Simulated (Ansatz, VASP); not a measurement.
# Ge in VASP and in Ansatz

```
CELL_PARAMETERS angstrom
0.00000 2.82877 2.82877
2.82877 0.00000 2.82877
2.82877 2.82877 0.00000
ATOMIC_POSITIONS crystal
Ge 0.50000 0.50000 0.50000
Ge 0.75000 0.75000 0.75000
```

Alike in both runs: task single point; functional LDA; k mesh 6 × 6 × 6; occupations gaussian, width 0.1 eV; no spin polarisation.

|  | VASP | Ansatz |
| --- | --- | --- |
| version | VASP 6.6.1 | Ansatz 0.2.0 |
| potentials or method | VASP PAW LDA potentials, release 64 (Ge_d), cutoff 520 eV | scalar-relativistic, plane waves, PAW |
| valence electrons in the cell | 28 | 28 |

|  | VASP | Ansatz | Ansatz less VASP |
| --- | --- | --- | --- |
| gap on the k mesh at the Fermi level (eV) | none | none | - |
| pressure (GPa) | -1.0 | -1.2 | -0.21 |

Ansatz warns that its potentials were made for another functional, while VASP's fit it. LDA's correlation is that of Perdew and Zunger in VASP and of Perdew and Wang (1992) in Ansatz. A gap of «none» marks a metal or a gap that the smearing closes.
